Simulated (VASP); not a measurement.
Ge, 2 atoms in the cell. The structure is cubic, space group Fd-3m (No. 227). The conventional cell has a = 5.630 Å, b = 5.630 Å, c = 5.630 Å, α = 90.00°, β = 90.00°, γ = 90.00°. Within 3.2 Å of Ge (site symmetry -43m) lie 4 Ge at 2.44 Å. 

- Program: VASP 6.6.1
- Task: relaxation of cell and atoms
- Functional: LDA
- Potentials or basis: VASP PAW LDA potentials, release 64 (Ge_d)
- Cutoff: 600 eV
- k mesh: 10 × 10 × 10
- Occupations: fermi-dirac, width 0.02 eV
- Spin: no spin polarisation
- Dipole correction: no
- Further INCAR settings: ALGO = Normal; EDIFF = 1e-07; IBRION = 2; EDIFFG = -0.005; NSW = 60; ISIF = 3

Potentials or basis: VASP PAW LDA potentials, release 64 (Ge_d).

Launch:

```bash
$ cat potpaw_LDA.64/Ge_d/POTCAR > POTCAR
$ mpirun -np 1 vasp_std > vasp.out
```

Hardware: 1 thread of Intel(R) Xeon(R) 6975P-C (Granite Rapids), on a shared host.

Task: Estimate the wall time of this run.

Result: Run time: 31 s on 1 thread of Intel(R) Xeon(R) 6975P-C (Granite Rapids), on a shared host, peak memory 0.17 GiB. Counts: scf iterations 24, k points 47, ion steps 3.
